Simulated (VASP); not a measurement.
A run of VASP 6.6.1:

INCAR

```
SYSTEM = HfRu3
PREC     = Accurate       ! precision mode
ENCUT    = 520            ! plane-wave cutoff, eV
EDIFF    = 1E-6           ! SCF threshold, eV
ISMEAR   = -1             ! smearing method
SIGMA    = 0.05           ! smearing width, eV
LREAL    = .FALSE.        ! projectors in reciprocal space
LASPH    = .TRUE.         ! aspherical terms in the spheres
NELM     = 100            ! most SCF steps
ALGO     = Normal         ! electronic algorithm
ISIF     = 2              ! what is computed and relaxed
LWAVE    = .FALSE.        ! write WAVECAR
LCHARG   = .TRUE.         ! write CHGCAR
GGA      = PE             ! functional
LELF     = .TRUE.         ! ELF
LVHAR    = .TRUE.       
NBANDS   = 34             ! bands
```

File KPOINTS:

```
Automatic mesh
0
G
  6 6 6
  0 0 0
```

POSCAR

```
HfRu3
1.0
    3.9953307300      0.0000000000      0.0000000000
    0.0000000000      3.9953307300      0.0000000000
    0.0000000000      0.0000000000      3.9557730000
Hf Ru
1 3
Direct
    0.0000000000      0.0000000000      0.0000000000
    0.0000000000      0.5000000000      0.5000000000
    0.5000000000      0.0000000000      0.5000000000
    0.5000000000      0.5000000000      0.0000000000
```

Potentials or basis: VASP PAW PBE potentials, release 64 (Hf_pv, Ru_pv).

Command:

```sh
$ cat potpaw_PBE.64/Hf_pv/POTCAR potpaw_PBE.64/Ru_pv/POTCAR > POTCAR
$ mpirun -np 1 vasp_std > vasp.out
```

Hardware: 1 thread of Intel(R) Xeon(R) Platinum 8488C (Sapphire Rapids) (shared host).

Q: Estimate the wall time of this run.

A: It took 47 s on 1 thread of Intel(R) Xeon(R) Platinum 8488C (Sapphire Rapids) (shared host), peak memory 0.21 GiB. Counts: scf iterations 14, k points 40.
